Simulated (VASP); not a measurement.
Wanted: the native input for a VASP 6.6.1 run.

- Task: single point
- Functional: r2SCAN
- Potentials or basis: VASP PAW PBE potentials, release 64 (Zn, S)
- Cutoff: 520 eV
- k mesh: 6 × 6 × 4
- Occupations: gaussian, width 0.01 eV
- Spin: no spin polarisation
- Dipole correction: no
- Further INCAR settings: ALGO = Normal; EDIFF = 1e-07; NBANDS = 26

The system is ZnS.

```
Zn S
1.0
     3.67322    0.00000    0.00000
    -1.83661    3.18110    0.00000
     0.00000    0.00000    6.05380
Zn S
2 2
Cartesian
  0.0000 2.1207 0.0373
  1.8366 1.0604 3.0642
  0.0000 2.1207 2.2934
  1.8366 1.0604 5.3203
```

The input as run:

POSCAR

```
ZnS
1.0
    3.6732154085      0.0000000000      0.0000000000
   -1.8366077042      3.1810978573      0.0000000000
    0.0000000000      0.0000000000      6.0537962746
Zn S
2 2
Direct
    0.3333333333      0.6666666667      0.0061623292
    0.6666666667      0.3333333333      0.5061623292
    0.3333333333      0.6666666667      0.3788376708
    0.6666666667      0.3333333333      0.8788376708
```

INCAR.step1

```
PREC     = Accurate       # precision mode
ENCUT    = 520            # plane-wave cutoff, eV
ISMEAR   = 0              # smearing method
SIGMA    = 0.01           # smearing width, eV
LREAL    = F              # projectors in reciprocal space
LASPH    = T              # aspherical terms in the spheres
NELM     = 60             # most SCF steps
NBANDS   = 26             # bands
GGA      = PE             # functional
ALGO     = Normal         # electronic algorithm
EDIFF    = 1E-4           # SCF threshold, eV
LWAVE    = T              # write WAVECAR
LCHARG   = F              # write CHGCAR
```

INCAR.step2

```
PREC     = Accurate       # precision mode
ENCUT    = 520            # plane-wave cutoff, eV
EDIFF    = 1E-7           # SCF threshold, eV
ISMEAR   = 0              # smearing method
SIGMA    = 0.01           # smearing width, eV
LREAL    = F              # projectors in reciprocal space
LASPH    = T              # aspherical terms in the spheres
NELM     = 60             # most SCF steps
ALGO     = Normal         # electronic algorithm
ISIF     = 2              # what is computed and relaxed
LWAVE    = F              # write WAVECAR
LCHARG   = F              # write CHGCAR
METAGGA  = R2SCAN         # meta-GGA
LMIXTAU  = T            
NBANDS   = 26             # bands
ISTART   = 1
```

KPOINTS

```
Automatic mesh
0
Gamma
  6 6 4
```

Potentials or basis: VASP PAW PBE potentials, release 64 (Zn, S).

The run is started by

```sh
$ cat potpaw_PBE.64/Zn/POTCAR potpaw_PBE.64/S/POTCAR > POTCAR
$ cp INCAR.step1 INCAR
$ mpirun -np 1 vasp_std > vasp.out
$ cp INCAR.step2 INCAR
$ mpirun -np 1 vasp_std > vasp.out
```

It gave:

```json
{
 "Pressure": "10.1 GPa",
 "Largest force": "0.008 eV/Å",
 "Band gap on the k mesh": "3.27 eV, direct"
}
```

Caveat: the PAW data sets were made with another functional, which shifts forces and pressure a little.

Wall time 2.6 min on 1 thread of Intel(R) Xeon(R) Platinum 8488C (Sapphire Rapids), with other jobs on the host, peak memory 0.21 GiB.
